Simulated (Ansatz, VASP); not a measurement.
Li in VASP and in Ansatz

```
Li
1.0
    -1.75465    1.75465    1.75465
     1.75465   -1.75465    1.75465
     1.75465    1.75465   -1.75465
Li
1
Direct
  0.00000 0.00000 0.00000
```

Alike in both runs: task relaxation of cell and atoms; functional revPBE; k mesh 13 × 13 × 13; occupations fermi-dirac, width 0.1 eV; no spin polarisation.

|  | VASP | Ansatz |
| --- | --- | --- |
| version | VASP 6.6.1 | Ansatz 0.2.0 |
| potentials or method | VASP PAW PBE potentials, release 64 (Li_sv), cutoff 600 eV | plane waves (420 eV) with PAW, scalar-relativistic |
| valence electrons in the cell | 3 | 3 |

VASP gave:

- relaxed volume (Å³/atom): 20.94
- relaxed cell length with the largest relative difference (Å): 3.008

Problem. What did Ansatz give for the same quantities?

Solution. Relaxed volume (Å³/atom): 21.14; relaxed cell length with the largest relative difference (Å): 3.017.

VASP's potentials were made for PBE, not for revPBE.

Noted on VASP's run: the cutoff is short for stress, so the pressure is rough.
